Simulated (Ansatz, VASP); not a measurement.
**RbCaH3: VASP beside Ansatz**

```
CELL_PARAMETERS angstrom
4.54700 0.00000 0.00000
0.00000 4.54700 0.03410
0.00000 0.03410 4.54700
ATOMIC_POSITIONS crystal
Rb 0.00000 0.00000 0.00000
Ca 0.50000 0.50000 0.50000
H 0.00000 0.50000 0.50000
H 0.50000 0.00000 0.50000
H 0.50000 0.50000 0.00000
```

Change from the starting cell: strain +0.0150 x Voigt [0, 0, 0, 1, 0, 0], atoms carried along.

Alike in both runs: task single point; functional LDA; k mesh 6 × 6 × 6; occupations gaussian, width 0.05 eV; no spin polarisation.

|  | VASP | Ansatz |
| --- | --- | --- |
| version | VASP 6.6.1 | Ansatz 0.2.0 |
| potentials or method | VASP PAW LDA potentials, release 64 (Rb_sv, Ca_sv, H), cutoff 520 eV | scalar-relativistic, plane waves, PAW |
| valence electrons in the cell | 22 | 22 |

```csv
,VASP,Ansatz,Ansatz less VASP
gap on the k mesh at the Fermi level (eV),2.89,2.90,+0.009
least direct gap on the mesh (eV),2.89,2.90,+0.009
pressure (GPa),-2.4,-2.4,-0.02
"traceless stress, the component that is largest in VASP (GPa)",-0.25,-0.25,0.000
```

LDA's correlation is that of Perdew and Zunger in VASP and of Perdew and Wang (1992) in Ansatz.
